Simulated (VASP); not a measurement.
A run of VASP 6.6.1 is set up as follows.

INCAR

```
SYSTEM = CuI
PREC = Accurate
ENCUT = 520
EDIFF = 1E-6
ISMEAR = 0
SIGMA = 0.01
LREAL = .FALSE.
LASPH = .TRUE.
NELM = 80
ALGO = Normal
ISIF = 2
LWAVE = .FALSE.
LCHARG = .FALSE.
GGA = PE
NBANDS = 16
```

Contents of KPOINTS:

```
Automatic mesh
0
G
  6 6 6
  0 0 0
```

File POSCAR:

```
CuI
1.0
    0.0000000000      3.1000855298      3.1000855298
    3.1000855298      0.0000000000      3.1000855298
    3.1000855298      3.1000855298      0.0000000000
Cu I
1 1
Direct
    0.0000000000      0.0000000000      0.0000000000
    0.2500000000      0.2500000000      0.2500000000
```

Potentials or basis: VASP PAW PBE potentials, release 64 (Cu, I).

Launch:

```console
$ cat potpaw_PBE.64/Cu/POTCAR potpaw_PBE.64/I/POTCAR > POTCAR
$ mpirun -np 1 vasp_std > vasp.out
```

Question: Estimate the band gap on the k mesh.

Answer: 0.98 eV, direct.

Question: What does it give for the pressure?

Answer: -1.7 GPa.

Caveat: spin-orbit coupling is left out, which moves the levels of the heavy elements.
